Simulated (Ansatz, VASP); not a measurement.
## Au: VASP beside Ansatz

```
Au
1.0
     2.74865    0.00000    0.00000
     0.00000    2.74865    0.00000
     0.00000    0.00000   28.33250
Au
2
Cartesian
  0.0000 1.3743 6.8557
  1.3743 0.0000 9.1443
```

Alike in both runs: functional PBE; k mesh 20 × 20 × 1; occupations gaussian, width 0.1 eV; no spin polarisation.

Ansatz relaxed the structure, and its values are those at the end. VASP's run is a single point on that final structure, the one shown.

```csv
,VASP,Ansatz
version,VASP 6.6.1,Ansatz 0.2.0
potentials or method,"VASP PAW PBE potentials, release 64 (Au), cutoff 520 eV","scalar-relativistic, plane waves, PAW"
valence electrons in the cell,22,38
```

```csv
,VASP,Ansatz,Ansatz less VASP
gap on the k mesh at the Fermi level (eV),none,none,-
rms of the force components (eV/Å),0.003,0.000,-0.0034
```

A gap of «none» marks a metal or a gap that the smearing closes. With one functional, cell and mesh, what is left measures potentials, basis and numerics. VASP's potentials hold 22 valence electrons a cell and Ansatz's 38, so a difference there can come from the potentials and not from the codes. Ansatz's warnings: slab cell height set.

Spin-orbit coupling is off throughout.
